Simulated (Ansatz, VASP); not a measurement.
**Two plane-wave programs on KTaO3**

```
K Ta O
1.0
     3.98536    0.00000    0.00000
     0.00000    3.98536    0.00000
     0.00000    0.00000    3.98536
K Ta O
1 1 3
Direct
  0.50000 0.50000 0.50000
  0.00000 0.00000 0.00000
  0.50000 0.00000 0.00000
  0.00000 0.50000 0.00000
  0.00000 0.00000 0.50000
```

Alike in both runs: functional PBEsol; k mesh 8 × 8 × 8; occupations gaussian, width 0.02 eV; no spin polarisation.

Ansatz relaxed the structure, and its values are those at the end. VASP's run is a single point on that final structure, the one shown.

|  | VASP | Ansatz |
| --- | --- | --- |
| version | VASP 6.6.1 | Ansatz 0.2.0 |
| potentials or method | VASP PAW PBE potentials, release 64 (K_sv, Ta_pv, O), cutoff 520 eV | scalar-relativistic, plane waves, PAW |
| valence electrons in the cell | 38 | 40 |

```tsv
	VASP	Ansatz	Ansatz less VASP
gap on the k mesh at the Fermi level (eV)	2.09	2.14	+0.046
least direct gap on the mesh (eV)	2.71	2.75	+0.036
pressure (GPa)	0.7	0.0	-0.73
```

VASP's potentials were made for PBE, not for PBEsol. VASP's potentials hold 38 valence electrons a cell and Ansatz's 40, so a difference there can come from the potentials and not from the codes.

Neither program's run includes spin-orbit coupling.
